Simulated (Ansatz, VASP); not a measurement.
Sc in VASP and in Ansatz

INCAR

```
SYSTEM = Sc
ALGO = Fast ; EDIFF = 1E-6
ENCUT = 520 ; GGA = PE
ISIF = 2 ; ISMEAR = 0
LASPH = .TRUE. ; LCHARG = .FALSE.
LREAL = .FALSE. ; LWAVE = .FALSE.
NBANDS = 18 ; NELM = 60
PREC = Accurate ; SIGMA = 0.15
```

Contents of KPOINTS:

```
k-points
0
G
  15 15 10
  0 0 0
```

File POSCAR:

```
Sc
1.0
    3.3748000000      0.0000000000      0.0000000000
   -1.6874000000      2.9226625327      0.0000000000
    0.0000000000      0.0000000000      4.8873000000
Sc
2
Direct
    0.3333333333      0.6666666667      0.2500000000
    0.6666666667      0.3333333333      0.7500000000
```

Input for Ansatz:

```yaml
crystal:
  lattice:
    - [3.3748, 0.0, 0.0]
    - [-1.6874, 2.9226625327, 0.0]
    - [0.0, 0.0, 4.8873]
  atoms:
    - { symbol: Sc, position: [0.3333333333, 0.6666666667, 0.25] }
    - { symbol: Sc, position: [0.6666666667, 0.3333333333, 0.75] }
basis:
  ecutwfc: 520.0
kpoints:
  mp_grid: { grid: [15, 15, 10] }
hamiltonian:
  xc: pbe
  pseudopotentials: { kind: paw }
scf:
  occupations: { method: gaussian, width: 0.15 }
output:
  forces: true
  stress: true
  eigenvalues: true
```

Alike in both runs: task single point; functional PBE; k mesh 15 × 15 × 10; occupations gaussian, width 0.15 eV; no spin polarisation.

```csv
,VASP,Ansatz
version,VASP 6.6.1,Ansatz 0.2.0
potentials or method,"VASP PAW PBE potentials, release 64 (Sc_sv), cutoff 520 eV","scalar-relativistic, plane waves, PAW"
valence electrons in the cell,22,22
```

VASP gave:

```
gap on the k mesh at the Fermi level (eV)                     : none
pressure (GPa)                                                : 1.3
traceless stress, the component that is largest in VASP (GPa) : 3.71
```

Which values does Ansatz return?

gap on the k mesh at the Fermi level (eV): none; pressure (GPa): 1.2; traceless stress, the component that is largest in VASP (GPa): 3.71.

A gap of «none» marks a metal or a gap that the smearing closes. The functional is the same, so the differences come from potentials, cutoffs and numerics.
